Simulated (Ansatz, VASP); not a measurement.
# One calculation of N, two programs

```xyz
8
Lattice="5.4776 0.0000 0.0000 0.0000 5.4776 0.0000 0.0000 0.0000 5.4776" Properties=species:S:1:pos:R:3 pbc="T T T"
N     0.3156    0.3156    0.3156
N     2.4233    5.1621    3.0544
N     3.0544    2.4233    5.1621
N     5.1621    3.0544    2.4233
N     5.1621    5.1621    5.1621
N     3.0544    0.3156    2.4233
N     2.4233    3.0544    0.3156
N     0.3156    2.4233    3.0544
```

Alike in both runs: task single point; functional PBE; k mesh 6 × 6 × 6; occupations fermi-dirac, width 0.02 eV; no spin polarisation.

|  | VASP | Ansatz |
| --- | --- | --- |
| version | VASP 6.6.1 | Ansatz 0.2.0 |
| potentials or method | VASP PAW PBE potentials, release 64 (N_h) | plane waves, PAW |
| plane-wave cutoff (eV) | 910 | 420 |
| valence electrons in the cell | 40 | 40 |

```tsv
	VASP	Ansatz	Ansatz less VASP
gap on the k mesh at the Fermi level (eV)	7.36	7.35	-0.007
rms of the force components (eV/Å)	0.725	0.669	-0.0552
```

Atom by atom the forces differ by 0.055 eV/Å (rms over components). The functional is the same, so the differences come from potentials, cutoffs and numerics.

Noted on VASP's run: the cutoff is under 1.25 times that of the potentials, so the pressure is a little rough.
